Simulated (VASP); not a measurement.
Runs of VASP 6.6.1 on K3OF. The structure is that of space group Pm-3m (No. 221), or close to it. The cells are those of the table. 

```csv
level,cell,k mesh,gap on the mesh (eV),pressure (GPa)
PBE,"a = 5.180 Å, 5 atoms",4 × 4 × 4,0.87,-0.5
PBE,"a = 5.077 Å, 5 atoms",4 × 4 × 4,0.87,0.7
r2SCAN,"a = 5.156 Å, 5 atoms",4 × 4 × 4,1.23,-1.1
PBE,"a = 5.024 Å, 5 atoms",4 × 4 × 4,0.87,(a)
r2SCAN,"a = 5.057 Å, 5 atoms",6 × 6 × 6,1.24,0.1
r2SCAN,"a = 5.107 Å, 5 atoms",4 × 4 × 4,1.24,-0.6
r2SCAN,"a = 4.953 Å, 5 atoms",4 × 4 × 4,1.23,1.7
PBE,"a = 5.230 Å, 5 atoms",4 × 4 × 4,0.87,-1.0
r2SCAN,"a = 5.057 Å, 5 atoms",4 × 4 × 4,1.24,0.1
PBE,"a = 5.057 Å, 5 atoms",6 × 6 × 6,(b),1.0
r2SCAN,"a = 5.006 Å, 5 atoms",4 × 4 × 4,1.23,(c)
PBE,"a = 5.129 Å, 5 atoms",4 × 4 × 4,0.87,0.1
```

Alike in all rows: task single point; potentials or basis VASP PAW PBE potentials, release 64 (F, O, K_sv); no spin polarisation; cutoff (eV) 520; smearing gaussian 0.01 eV.

**Question.** Fill in the values left out.

**Answer.** (a) 1.5; (b) 0.88; (c) 0.8.

Caveats: the PAW data sets were made with another functional, which shifts forces and pressure a little (some runs).

A k mesh can miss the band edges.
